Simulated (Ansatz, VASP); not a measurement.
Al: VASP beside Ansatz

Contents of INCAR:

```
SYSTEM = Al
PREC     = Accurate       ! precision mode
ENCUT    = 520            ! plane-wave cutoff, eV
EDIFF    = 1E-6           ! SCF threshold, eV
ISMEAR   = 0              ! smearing method
SIGMA    = 0.15           ! smearing width, eV
LREAL    = .FALSE.        ! projectors in reciprocal space
LASPH    = .TRUE.         ! aspherical terms in the spheres
NELM     = 60             ! most SCF steps
ALGO     = Normal         ! electronic algorithm
ISIF     = 2              ! what is computed and relaxed
LWAVE    = .FALSE.        ! write WAVECAR
LCHARG   = .FALSE.        ! write CHGCAR
NBANDS   = 8              ! bands
```

File KPOINTS:

```
regular mesh
0
G
  20 20 20
  0 0 0
```

The input POSCAR:

```
Al
1.0
   -1.6707796245      1.6707796245      1.5514382228
    1.6707796245     -1.6707796245      1.5514382228
    1.6707796245      1.6707796245     -1.5514382228
Al
1
Direct
    0.0000000000      0.0000000000      0.0000000000
```

Input for Ansatz:

```yaml
crystal:
  lattice:
    - [-1.6707796245, 1.6707796245, 1.5514382228]
    - [1.6707796245, -1.6707796245, 1.5514382228]
    - [1.6707796245, 1.6707796245, -1.5514382228]
  atoms:
    - { symbol: Al, position: [0.0, 0.0, 0.0] }
basis:
  ecutwfc: 420
kpoints:
  mp_grid: { grid: [20, 20, 20] }
hamiltonian:
  xc: lda
scf:
  occupations: { method: gaussian, width: 0.15 }
output:
  forces: true
  stress: true
  eigenvalues: true
```

Change from the starting cell: strain +0.050 along x and y, -0.025 along z, atoms carried along.

Alike in both runs: task single point; functional LDA; k mesh 20 × 20 × 20; occupations gaussian, width 0.15 eV; no spin polarisation.

|  | VASP | Ansatz |
| --- | --- | --- |
| version | VASP 6.6.1 | Ansatz 0.2.0 |
| potentials or method | VASP PAW LDA potentials, release 64 (Al), cutoff 520 eV | scalar-relativistic, plane waves, PAW |
| valence electrons in the cell | 3 | 3 |

```csv
,VASP,Ansatz,Ansatz less VASP
gap on the k mesh at the Fermi level (eV),none,none,-
pressure (GPa),-4.3,-4.3,-0.04
"traceless stress, the component that is largest in VASP (GPa)",-1.27,-1.27,+0.005
```

LDA's correlation is that of Perdew and Zunger in VASP and of Perdew and Wang (1992) in Ansatz. A gap of «none» marks a metal or a gap that the smearing closes.
